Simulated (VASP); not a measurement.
# BP3 (Aem2) in VASP: relaxation of cell and atoms with PBE

Aim: the relaxation of cell and atoms of BP3 with PBE.

Everything below comes from runs of VASP 6.6.1. Logs are shortened: lines on timing, memory, paths and dates and some standing lists are left out, and cuts for length are marked.

## (1) The cell of the first run

It takes space group Aem2 (No. 39, orthorhombic). Conventional cell: a = 7.059 Å, b = 9.315 Å, c = 6.994 Å, α = 90.00°, β = 90.00°, γ = 90.00°. Within 2.5 Å of B (site symmetry m) lie 4 P at 1.86 to 1.97 Å. Within 2.6 Å of P (site symmetry 1) lie 1 B at 1.97 Å and 2 P at 2.17 to 2.27 Å. P (site symmetry m) has 2 B at 1.86 to 1.88 Å and 2 P at 2.17 Å within 2.5 Å.

The cell was generated, and may not be a known phase.

## (2) Relaxation of cell and atoms, PBE

INCAR reads:

```
  ALGO = Normal
  EDIFF = 1E-6
  EDIFFG = -0.01
  ENCUT = 600
  GGA = PE
  IBRION = 2
  ISIF = 3
  ISMEAR = 0
  LASPH = T
  LCHARG = F
  LREAL = F
  LWAVE = F
  NELM = 60
  NSW = 100
  PREC = Accurate
  SIGMA = 0.02
```

KPOINTS reads:

```
k-points
0
Gamma
  4 6 6
```

POSCAR reads:

```
BP3
1.0
    7.0586731714      0.0000000000      0.0000000000
    0.0000000000      4.6576706643      3.4970848195
    0.0000000000     -4.6576706643      3.4970848195
B P
2 6
Direct
    0.9177151950      0.5080054818      0.0080054818
    0.0822848050      0.0080054818      0.5080054818
    0.7319494578      0.2526620366      0.9958953321
    0.7319494578      0.4958953321      0.7526620366
    0.2680505422      0.7526620366      0.4958953321
    0.2680505422      0.9958953321      0.2526620366
    0.9607568048      0.2434371495      0.7434371495
    0.0392431952      0.7434371495      0.2434371495
```

Potentials or basis: VASP PAW PBE potentials, release 64 (B, P).

On the command line:

```sh
$ cat potpaw_PBE.64/B/POTCAR potpaw_PBE.64/P/POTCAR > POTCAR
$ mpirun -np 1 vasp_std > vasp.out
```

OUTCAR:

```text
EDIFF = 1E-6
   EDIFFG = -0.01
   ENCUT = 600
   GGA = PE
   IBRION = 2
   ISIF = 3
   ISMEAR = 0
   LASPH = T
   LREAL = F
   NELM = 60
   NSW = 100
   PREC = Accurate

 ion  position               nearest neighbor table
   1  0.918  0.508  0.008-   8 1.86   7 1.88   3 1.97   4 1.97
   2  0.082  0.008  0.508-   7 1.86   8 1.88   5 1.97   6 1.97
   3  0.732  0.253  0.996-   1 1.97   7 2.17   4 2.27
   4  0.732  0.496  0.753-   1 1.97   7 2.17   3 2.27
   5  0.268  0.753  0.496-   2 1.97   8 2.17   6 2.27
   6  0.268  0.996  0.253-   2 1.97   8 2.17   5 2.27
   7  0.961  0.243  0.743-   2 1.86   1 1.88   3 2.17   4 2.17
   8  0.039  0.743  0.243-   1 1.86   2 1.88   5 2.17   6 2.17

  LATTYP: Found a base centered orthorhombic cell.
 ALAT       =     6.9941696390
 B/A-ratio  =     1.3318723751
 C/A-ratio  =     1.0092224718

  Lattice vectors:

 A1 = (   0.0000000000,   4.6576706643,   3.4970848195)
 A2 = (   0.0000000000,  -4.6576706643,   3.4970848195)
 A3 = (   7.0586731714,   0.0000000000,   0.0000000000)

Analysis of symmetry for initial positions (statically):
=====================================================================
 Subroutine PRICEL returns:
 Original cell was already a primitive cell.

 Routine SETGRP: Setting up the symmetry group for a
 base centered orthorhombic supercell.

 Subroutine GETGRP returns: Found  4 space group operations
 (whereof  2 operations were pure point group operations)
 out of a pool of  8 trial point group operations.

The static configuration has the point symmetry C_2 .
 The point group associated with its full space group is C_2v.

Analysis of symmetry for dynamics (positions and initial velocities):
=====================================================================
 Subroutine PRICEL returns:
 Original cell was already a primitive cell.

 Routine SETGRP: Setting up the symmetry group for a
 base centered orthorhombic supercell.

 Subroutine GETGRP returns: Found  4 space group operations
 (whereof  2 operations were pure point group operations)
 out of a pool of  8 trial point group operations.

The dynamic configuration has the point symmetry C_2 .
 The point group associated with its full space group is C_2v.

 Subroutine INISYM returns: Found  4 space group operations
 (whereof  2 operations are pure point group operations),
 and found     1 'primitive' translations

----------------------------------------------------------------------------------------

                                     Primitive cell

  volume of cell :     229.9471

  direct lattice vectors                    reciprocal lattice vectors
     7.058673171  0.000000000  0.000000000     0.141669684  0.000000000  0.000000000
     0.000000000  4.657670664  3.497084819     0.000000000  0.107349797  0.142976229
     0.000000000 -4.657670664  3.497084819     0.000000000 -0.107349797  0.142976229

  length of vectors
     7.058673171  5.824388230  5.824388230     0.141669684  0.178790886  0.178790886

  position of ions in fractional coordinates (direct lattice)
     0.917715195  0.508005482  0.008005482
     0.082284805  0.008005482  0.508005482
     0.731949458  0.252662037  0.995895332
     0.731949458  0.495895332  0.752662037
     0.268050542  0.752662037  0.495895332
     0.268050542  0.995895332  0.252662037
     0.960756805  0.243437149  0.743437149
     0.039243195  0.743437149  0.243437149

  ion indices of the primitive-cell ions
   primitive index   ion index
                 1           1
                 2           2
                 3           3
                 4           4
                 5           5
                 6           6
                 7           7
                 8           8

----------------------------------------------------------------------------------------

 KPOINTS: k-points

Automatic generation of k-mesh.
 Grid dimensions read from file:
 generate k-points for:    4    6    6

 Generating k-lattice:

  Cartesian coordinates                     Fractional coordinates (reciprocal lattice)
     0.035417421  0.000000000  0.000000000     0.250000000  0.000000000  0.000000000
     0.000000000  0.017891633  0.023829372     0.000000000  0.166666667  0.000000000
     0.000000000 -0.017891633  0.023829372     0.000000000  0.000000000  0.166666667

  Length of vectors
     0.035417421  0.029798481  0.029798481

  Shift w.r.t. Gamma in fractional coordinates (k-lattice)
     0.000000000  0.000000000  0.000000000

 Subroutine IBZKPT returns following result:
 ===========================================

 Found     39 irreducible k-points:

 Following reciprocal coordinates:
            Coordinates               Weight
  0.000000  0.000000  0.000000      1.000000
  0.250000  0.000000  0.000000      2.000000
  0.500000  0.000000  0.000000      1.000000
  0.000000  0.166667 -0.000000      4.000000
  0.250000  0.166667 -0.000000      8.000000
  0.500000  0.166667 -0.000000      4.000000
[... 16 lines left out ...]
  0.250000 -0.333333  0.166667      8.000000
  0.500000 -0.333333  0.166667      4.000000
 [... further k-points ...]
   k-points           NKPTS =     39   k-points in BZ     NKDIM =     39   number of bands    NBANDS=     23
   number of dos      NEDOS =    301   number of ions     NIONS =      8
   total plane-waves  NPLWV = 129024
   dimension x,y,z NGX =    56 NGY =   48 NGZ =   48
   dimension x,y,z NGXF=   112 NGYF=   96 NGZF=   96
   ions per type =               2   6
   NGX,Y,Z   is equivalent  to a cutoff of  13.19, 13.70, 13.70 a.u.
   NGXF,Y,Z  is equivalent  to a cutoff of  26.38, 27.40, 27.40 a.u.
 SYSTEM =  unknown system
   PREC   = accura    normal or accurate (medium, high low for compatibility)
   ISTART =      0    job   : 0-new  1-cont  2-samecut
   ICHARG =      2    charge: 1-file 2-atom 10-const
   ISPIN  =      1    spin polarized calculation?
   LNONCOLLINEAR =      F non collinear calculations
   LSORBIT =      F    spin-orbit coupling
   LASPH  =      T    aspherical Exc in radial PAW
   ENCUT  =  600.0 eV  44.10 Ry    6.64 a.u.  14.10 11.63 11.63*2*pi/ulx,y,z
   NELM   =     60;   NELMIN=  2; NELMDL= -5     # of ELM steps
   EDIFF  = 0.1E-05   stopping-criterion for ELM
   LREAL  =      F    real-space projection
   EDIFFG = -.1E-01   stopping-criterion for IOM
   NSW    =    100    number of steps for IOM
   IBRION =      2    ionic relax: 0-MD 1-quasi-New 2-CG
   NFREE  =      1    steps in history (QN), initial steepest desc. (CG)
   ISIF   =      3    stress and relaxation
   ISYM   =      2    0-nonsym 1-usesym 2-fastsym
   POTIM  = 0.5000    time-step for ionic-motion
   TEBEG  =    0.0;   TEEND  =   0.0 temperature during run
   PSTRESS=    0.0 pullay stress
   NELECT =      36.0000    total number of electrons
   NUPDOWN=      -1.0000    fix difference up-down
   EMIN   =  10.00;   EMAX   =-10.00  energy-range for DOS
   EFERMI =   0.00;   METHOD = LEGACY
   ISMEAR =     0;   SIGMA  =   0.02  broadening in eV -4-tet -1-fermi 0-gaus
   EFERMI_NEDOS =   21; number of points for ismear=-14 and -15
   IALGO  =     38    algorithm
   IMIX   =      4    mixing-type and parameters
     AMIX     =   0.40;   BMIX     =  1.00
     AMIX_MAG =   1.60;   BMIX_MAG =  1.00
  volume/ion in A,a.u.               =      28.74       193.97
  Fermi-wavevector in a.u.,A,eV,Ry     =   0.882334  1.667369 10.592315  0.778513
  Thomas-Fermi vector in A             =   2.002951
   LORBIT       =      0    0 simple, 1 ext, 2 COOP (PROOUT), +10 PAW based schemes
   GGA     = PE    functional components
   LHFCALC =     F    Hartree Fock is set to
   AEXX    =    0.0000 exact exchange contribution
   IVDW    =     0    specifies the selected vdW correction
   LEPSILON=     F    determine dielectric tensor
   LRPA    =     F    only Hartree local field effects (RPA)
 conjugate gradient relaxation of ions
 non-spin polarized calculation
 Gauss-broadening in eV      SIGMA  =   0.02
  energy-cutoff  :      600.00
  volume of cell :      229.95
 maximum number of plane-waves:      7712
   NGX = 29   NGY = 23   NGZ = 23

--------------------------------------- Ionic step        1  -------------------------------------------

 number of electron      35.9999998 magnetization

 Free energy of the ion-electron system (eV)
  ---------------------------------------------------
  ext. energy  EPLUGINS =         0.00000000
  ---------------------------------------------------
  free energy    TOTEN  =       -42.49044512 eV

  energy without entropy =      -42.49044512  energy(sigma->0) =      -42.49044512

------------------------ aborting loop because EDIFF is reached ----------------------------------------

  FORCE on cell =-STRESS in cart. coord.  units (eV):
  Direction    XX          YY          ZZ          XY          YZ          ZX
  --------------------------------------------------------------------------------------
  -------------------------------------------------------------------------------------
  Total       -0.2772516     -0.3373840     -0.2194425      0.0000000      0.0000000      0.0000000
  in kB       -1.9317753     -2.3507535     -1.5289851      0.0000000      0.0000000      0.0000000
  external PRESSURE =      -1.9371713 kB  Pullay stress =       0.0000000 kB
[... 107 lines left out ...]
  FREE ENERGIE OF THE ION-ELECTRON SYSTEM (eV)
  ---------------------------------------------------
  free  energy   TOTEN  =       -42.4913470784 eV

  energy  without entropy=      -42.4913470784  energy(sigma->0) =      -42.49134708

[... ionic steps 4 to 29 ...]

--------------------------------------- Ionic step       30  -------------------------------------------

 number of electron      36.0000002 magnetization

------------------------ aborting loop because EDIFF is reached ----------------------------------------
[... 79 lines left out ...]
--------------------------------------- Ionic step       32  -------------------------------------------

 number of electron      36.0000002 magnetization

 Free energy of the ion-electron system (eV)
  ---------------------------------------------------
  ext. energy  EPLUGINS =         0.00000000
  ---------------------------------------------------
  free energy    TOTEN  =       -42.49424058 eV

  energy without entropy =      -42.49424058  energy(sigma->0) =      -42.49424058

 E-fermi :   0.5461     XC(G=0):  -6.8711

 val. band max:        0.4641338311   @ k =   0.0000   0.5000   0.5000
 cond. band min:       2.5725196037   @ k =   0.5000   0.0000   0.0000
 fundamental gap:      2.1083857726
 Fermi energy:         0.5460852802

 k-point     1 :       0.0000    0.0000    0.0000
  band No.  band energies     occupation
      1     -14.4915      2.00000
      2     -14.0659      2.00000
      3      -9.2919      2.00000
      4      -8.7688      2.00000
      5      -7.7990      2.00000
      6      -7.7256      2.00000
[... 613 lines left out ...]
     22       3.6076      0.00000
     23       3.7312      0.00000

 [... further k-points ...]
[... 5 lines left out ...]
  --------------------------------------------------------------------------------------
  -------------------------------------------------------------------------------------
  Total       -0.0106258      0.0067006     -0.0117837      0.0000000      0.0000000      0.0000000
  in kB       -0.0709388      0.0447339     -0.0786688      0.0000000      0.0000000      0.0000000
  external PRESSURE =      -0.0349579 kB  Pullay stress =       0.0000000 kB
[... 23 lines left out ...]
  FREE ENERGIE OF THE ION-ELECTRON SYSTEM (eV)
  ---------------------------------------------------
  free  energy   TOTEN  =       -42.4942405789 eV

  energy  without entropy=      -42.4942405789  energy(sigma->0) =      -42.49424058

 reached required accuracy - stopping structural energy minimisation
```

It took 22 min on 1 thread of AMD EPYC 9R45 (Zen 5), shared host; peak memory 0.45 GiB.

What came out:

* Free energy: -42.4942 eV
* Relaxed volume: 30.00 Å³/atom
* Relaxed cell: a = 7.133 Å, b = 5.951 Å, c = 5.951 Å, α = 108.20°, β = 90.00°, γ = 90.00°
* Space group after relaxing (to 0.1 Å): Aem2 (No. 39)
* Energy gained by relaxing: 0.5 meV/atom
* Ionic steps: 32
* Pressure after relaxing: 0.0 GPa
* Largest force after relaxing: 0.007 eV/Å
* Band gap on the k mesh: 2.11 eV (least direct gap 2.16 eV)

Forces on the atoms (eV/Å):
```
B   -0.005  0.000  0.000
B    0.005  0.000  0.000
P   -0.004  0.000 -0.001
P   -0.004  0.000 -0.001
P    0.004  0.000 -0.001
P    0.004  0.000 -0.001
P   -0.007  0.000  0.001
P    0.007  0.000  0.001
```

Step by step:
```tsv
step	energy change (eV)	largest force (eV/Å)	pressure (GPa)	volume (Å³)
1	0.0000	0.1186	-0.19	229.95
2	0.0017	0.1880	0.39	228.79
3	-0.0009	0.0474	0.02	229.52
4	-0.0010	0.0492	0.04	229.52
5	-0.0010	0.0194	0.03	229.52
6	-0.0011	0.0143	0.04	229.68
7	-0.0014	0.0296	0.04	230.16
8	-0.0014	0.0618	0.05	231.11
9	-0.0015	0.0448	0.04	230.62
10	-0.0016	0.0420	0.05	230.72
11	-0.0017	0.0336	0.05	231.02
12	-0.0020	0.0383	0.05	231.63
13	-0.0022	0.0605	0.07	232.84
14	-0.0024	0.0244	0.02	233.33
15	-0.0024	0.0278	-0.01	233.67
16	-0.0025	0.0203	-0.01	233.82
17	-0.0026	0.0293	-0.01	234.29
18	-0.0027	0.0280	0.01	234.48
19	-0.0029	0.0319	0.07	235.04
20	-0.0029	0.0375	0.09	235.33
21	-0.0030	0.0369	0.09	235.49
22	-0.0032	0.0371	0.07	235.98
23	-0.0034	0.0450	0.04	236.97
24	-0.0036	0.0757	-0.02	238.94
25	-0.0037	0.0334	-0.01	239.52
26	-0.0037	0.0161	0.00	239.81
27	-0.0038	0.0161	0.00	239.87
28	-0.0037	0.0211	0.00	240.01
29	-0.0038	0.0161	0.00	239.91
30	-0.0038	0.0121	0.00	239.93
31	-0.0038	0.0101	0.00	240.00
32	-0.0038	0.0067	0.00	239.99
```

Final structure:
```cif
data_structure
_symmetry_space_group_name_H-M 'P 1'
_symmetry_Int_Tables_number 1
_cell_length_a 7.1326
_cell_length_b 5.9513
_cell_length_c 5.9513
_cell_angle_alpha 108.198
_cell_angle_beta 90.000
_cell_angle_gamma 90.000
_cell_volume 239.99
loop_
_atom_site_label
_atom_site_type_symbol
_atom_site_fract_x
_atom_site_fract_y
_atom_site_fract_z
_atom_site_occupancy
B1 B 0.91815 0.50832 0.00832 1
B2 B 0.08185 0.00832 0.50832 1
P1 P 0.73462 0.25698 0.99132 1
P2 P 0.73462 0.49132 0.75698 1
P3 P 0.26538 0.75698 0.49132 1
P4 P 0.26538 0.99132 0.25698 1
P5 P 0.96059 0.24338 0.74338 1
P6 P 0.03941 0.74338 0.24338 1
```

Caveat: this functional lacks dispersion, which binds layers or chains, so the pressure and a relaxed spacing across them are unreliable.
